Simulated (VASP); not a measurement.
A run of VASP 6.6.1:

The input INCAR:

```
SYSTEM = NiO
ALGO = Normal
EDIFF = 1E-6
ENCUT = 520
GGA = PE
ISIF = 2
ISMEAR = 1
ISPIN = 2
LASPH = .TRUE.
LCHARG = .TRUE.
LELF = .TRUE.
LMAXMIX = 4
LORBIT = 11
LREAL = .FALSE.
LVHAR = .TRUE.
LWAVE = .FALSE.
MAGMOM = 1 0
NBANDS = 19
NELM = 150
PREC = Accurate
SIGMA = 0.15
```

The input KPOINTS:

```
k-points
0
G
  5 5 5
  0 0 0
```

File POSCAR:

```
NiO
1.0
    2.9499100000      0.0000000000      0.0000000000
    1.4749550000      2.5546969989      0.0000000000
    1.4749550000      0.8515656663      2.4085914290
Ni O
1 1
Direct
    0.0000000000      0.0000000000      0.0000000000
    0.5000000000      0.5000000000      0.5000000000
```

Potentials or basis: VASP PAW PBE potentials, release 64 (Ni, O).

The run is started by

```console
$ cat potpaw_PBE.64/Ni/POTCAR potpaw_PBE.64/O/POTCAR > POTCAR
$ mpirun -np 1 vasp_std > vasp.out
```

Hardware: 1 thread of AMD EPYC 7R43 64-Core Processor (Zen 3) (shared host).

Task: How long does it take, and how much memory?

Result: It took 48 s on 1 thread of AMD EPYC 7R43 64-Core Processor (Zen 3), on a shared host, peak memory 0.12 GiB. Counts: scf iterations 57, k points 10.
